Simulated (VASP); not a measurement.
# SrCl2 (Fm-3m) in VASP: notebook, part 2 of 2

VASP 6.6.1.

### Step 3. Single point, PBE

File INCAR:

```
SYSTEM = SrCl2
  PREC = Accurate
  ENCUT = 500
  EDIFF = 1E-6
  ISMEAR = 0
  SIGMA = 0.01
  LREAL = .FALSE.
  LASPH = .TRUE.
  NELM = 120
  ALGO = Normal
  ISIF = 2
  LWAVE = .FALSE.
  LCHARG = .FALSE.
  GGA = PE
  NBANDS = 19
  ISYM = 0
  GGA_COMPAT = .FALSE.
```

File KPOINTS:

```
Automatic mesh
0
Gamma
  5 5 5
  0.5 0.5 0.5
```

File POSCAR:

```
SrCl2
1.0
    0.0000000000      3.4883500000      3.4883500000
    3.4883500000      0.0000000000      3.4883500000
    3.4883500000      3.4883500000      0.0000000000
Sr Cl
1 2
Direct
    0.0000000000      0.0000000000      0.0000000000
    0.2500000000      0.2500000000      0.2500000000
    0.7500000000      0.7500000000      0.7500000000
```

Potentials or basis: VASP PAW PBE potentials, release 64 (Sr_sv, Cl).

Launch:

```console
cat potpaw_PBE.64/Sr_sv/POTCAR potpaw_PBE.64/Cl/POTCAR > POTCAR
mpirun -np 1 vasp_std > vasp.out
```

OUTCAR:

```text
SYSTEM = SrCl2
   PREC = Accurate
   ENCUT = 500
   EDIFF = 1E-6
   ISMEAR = 0
   LREAL = .FALSE.
   LASPH = .TRUE.
   NELM = 120
   ISIF = 2
   GGA = PE
   ISYM = 0

 ion  position               nearest neighbor table
   1  0.000  0.000  0.000-   3 3.02   3 3.02   3 3.02   2 3.02   3 3.02   2 3.02   2 3.02   2 3.02

   2  0.250  0.250  0.250-   1 3.02   1 3.02   1 3.02   1 3.02
   3  0.750  0.750  0.750-   1 3.02   1 3.02   1 3.02   1 3.02

IMPORTANT INFORMATION: All symmetrisations will be switched off!
NOSYMM: (Re-)initialisation of all symmetry stuff for point group C_1.

----------------------------------------------------------------------------------------

                                     Primitive cell

  volume of cell :      84.8966

  direct lattice vectors                    reciprocal lattice vectors
     0.000000000  3.488350000  3.488350000    -0.143334241  0.143334241  0.143334241
     3.488350000  0.000000000  3.488350000     0.143334241 -0.143334241  0.143334241
     3.488350000  3.488350000  0.000000000     0.143334241  0.143334241 -0.143334241

  length of vectors
[... 133 lines left out ...]

 val. band max:        0.0678335322   @ k =   0.1000   0.5000   0.5000
 cond. band min:       5.7219265938   @ k =   0.0000   0.1000   0.0000
 fundamental gap:      5.6540930616
 Fermi energy:         0.1257474700

 k-point     1 :       0.1000    0.1000    0.1000
  band No.  band energies     occupation
      1     -32.7340      2.00000
      2     -14.7613      2.00000
      3     -14.7272      2.00000
      4     -14.7272      2.00000
      5     -13.0928      2.00000
      6     -12.3256      2.00000
[... 505 lines left out ...]
      6     -12.4014      2.00000
[... 11 lines left out ...]
     18       8.8174      0.00000
     19       8.9676      0.00000

 [... further k-points ...]

------------------------ aborting loop because EDIFF is reached ----------------------------------------

  FORCE on cell =-STRESS in cart. coord.  units (eV):
  Direction    XX          YY          ZZ          XY          YZ          ZX
  --------------------------------------------------------------------------------------
  -------------------------------------------------------------------------------------
  Total        0.5607625      0.5607627      0.5607627     -0.0000031     -0.0000031     -0.0000028
  in kB       10.5827705     10.5827743     10.5827741     -0.0000585     -0.0000594     -0.0000522
  external PRESSURE =      10.5827730 kB  Pullay stress =       0.0000000 kB

 VOLUME and BASIS-vectors are now :
 -----------------------------------------------------------------------------
  energy-cutoff  :      500.00
  volume of cell :       84.90
      direct lattice vectors                 reciprocal lattice vectors
     0.000000000  3.488350000  3.488350000    -0.143334241  0.143334241  0.143334241
     3.488350000  0.000000000  3.488350000     0.143334241 -0.143334241  0.143334241
     3.488350000  3.488350000  0.000000000     0.143334241  0.143334241 -0.143334241

 POSITION                                       TOTAL-FORCE (eV/Angst)
 -----------------------------------------------------------------------------------
      0.00000      0.00000      0.00000        -0.000001      0.000001      0.000000
      1.74418      1.74418      1.74418         0.000001     -0.000000      0.000001
      5.23252      5.23252      5.23252        -0.000000     -0.000000     -0.000001
 -----------------------------------------------------------------------------------
    total drift:                                0.000001      0.000002     -0.000001

  FREE ENERGIE OF THE ION-ELECTRON SYSTEM (eV)
  ---------------------------------------------------
  free  energy   TOTEN  =       -12.7820147962 eV

  energy  without entropy=      -12.7820147962  energy(sigma->0) =      -12.78201480
```

OSZICAR:

```text
N       E                     dE             d eps       ncg     rms          rms(c)
DAV:   1     0.138041956979E+03    0.13804E+03   -0.11204E+04  9576   0.110E+03
DAV:   2    -0.406174694706E+01   -0.14210E+03   -0.13768E+03 12493   0.218E+02
DAV:   3    -0.127785524628E+02   -0.87168E+01   -0.86886E+01 12820   0.540E+01
DAV:   4    -0.130554031701E+02   -0.27685E+00   -0.27643E+00 15779   0.830E+00
DAV:   5    -0.130585992222E+02   -0.31961E-02   -0.31956E-02 13110   0.824E-01    0.129E+01
DAV:   6    -0.127639247223E+02    0.29467E+00   -0.59189E-01 11141   0.431E+00    0.831E+00
DAV:   7    -0.127736554844E+02   -0.97308E-02   -0.36386E-01 12879   0.361E+00    0.213E+00
DAV:   8    -0.127795469633E+02   -0.58915E-02   -0.54804E-02 10768   0.128E+00    0.407E-01
DAV:   9    -0.127805483915E+02   -0.10014E-02   -0.20242E-03 11994   0.268E-01    0.146E-01
DAV:  10    -0.127818881410E+02   -0.13397E-02   -0.94175E-04 10098   0.179E-01    0.364E-02
DAV:  11    -0.127819919691E+02   -0.10383E-03   -0.70177E-05 12466   0.472E-02    0.424E-02
DAV:  12    -0.127820137860E+02   -0.21817E-04   -0.24173E-05 10194   0.250E-02    0.656E-03
DAV:  13    -0.127820148029E+02   -0.10169E-05   -0.12478E-06 12060   0.641E-03    0.477E-03
DAV:  14    -0.127820147962E+02    0.66648E-08   -0.38521E-07  8262   0.411E-03
   1 F= -.12782015E+02 E0= -.12782015E+02  d E =-.735050E-18
```

stdout:

```text
POSCAR found type information on POSCAR SrCl
 POSCAR found :  2 types and       3 ions
 scaLAPACK will be used
 LDA part: xc-table for (Slater+PW92), standard interpolation
 POSCAR, INCAR and KPOINTS ok, starting setup
 FFT: planning ... GRIDC
 FFT: planning ... GRID_SOFT
 FFT: planning ... GRID
 WAVECAR not read
 entering main loop
```

Run time: 1.9 min. Hardware: 1 thread of Intel Xeon 6975P-C (Granite Rapids), shared host; peak memory 0.46 GiB.

What came out:

```
Free energy            : -12.7820 eV
Pressure               : 1.1 GPa
Band gap on the k mesh : 5.65 eV (least direct gap 5.71 eV)
```

Caveat: a shifted mesh leaves out Γ, where band edges can lie.

### Step 4. Single point, PBEsol

File INCAR:

```
PREC = Accurate
ENCUT = 500
EDIFF = 1E-6
ISMEAR = 0
SIGMA = 0.01
LREAL = False
LASPH = True
NELM = 120
ALGO = Normal
ISIF = 2
LWAVE = False
LCHARG = False
GGA = PS
NBANDS = 19
ISYM = 0
GGA_COMPAT = False
```

KPOINTS is that of step 3.

POSCAR is that of step 3.

Launch:

```console
cat potpaw_PBE.64/Sr_sv/POTCAR potpaw_PBE.64/Cl/POTCAR > POTCAR
mpirun -np 1 vasp_std > vasp.out
```

It took 2 min on 1 thread of Intel Xeon 6975P-C (Granite Rapids), shared host; peak memory 0.46 GiB.

It converged, with:

- Free energy: -13.3367 eV
- Pressure: -1.0 GPa
- Band gap on the k mesh: 5.46 eV (least direct gap 5.57 eV)

Levels at points of the mesh, in eV from the valence-band top:
| k point | band 9 | band 10 | band 11 | band 12 | band 13 | band 14 | band 15 | band 16 |
| --- | --- | --- | --- | --- | --- | --- | --- | --- |
| (0.50, 0.50, 0.50) | -1.45 | -1.26 | -0.98 | -0.98 | 6.69 | 6.69 | 7.50 | 7.79 |
| (0.50, 0.00, 0.00) | -1.45 | -1.26 | -0.98 | -0.98 | 6.69 | 6.69 | 7.50 | 7.79 |
| (0.00, 0.00, 0.50) | -1.45 | -1.26 | -0.98 | -0.98 | 6.69 | 6.69 | 7.50 | 7.79 |
| (0.00, 0.50, 0.00) | -1.45 | -1.26 | -0.98 | -0.98 | 6.69 | 6.69 | 7.50 | 7.79 |

Caveat: the PAW data sets were made with another functional, which shifts forces and pressure a little; a shifted mesh leaves out Γ, where band edges can lie. Expect the measured gap to be larger: semilocal functionals such as PBEsol lack the derivative discontinuity.

### Step 5. Summary

| level | gap on the mesh (eV) | pressure (GPa) |
| --- | --- | --- |
| revPBE | 5.91 | 2.6 |
| PBE | 5.65 | 1.1 |
| PBEsol | 5.46 | -1.0 |

Alike in all rows: task single point; potentials or basis VASP PAW PBE potentials, release 64 (Sr_sv, Cl); no spin polarisation; cell as given; k mesh 5 × 5 × 5, shifted; cutoff (eV) 500; smearing gaussian 0.01 eV.

On the cell as given the gap runs from 5.46 eV (PBEsol) to 5.91 eV (revPBE). The pressure there spans -1.0 GPa (PBEsol) to 2.6 GPa (revPBE); a positive pressure means that this level wants a larger cell, a negative one a smaller.

Caveats: a shifted mesh leaves out Γ, where band edges can lie; the PAW data sets were made with another functional, which shifts forces and pressure a little (at least some runs).

Absolute energies hang on the potentials; compare differences alone.
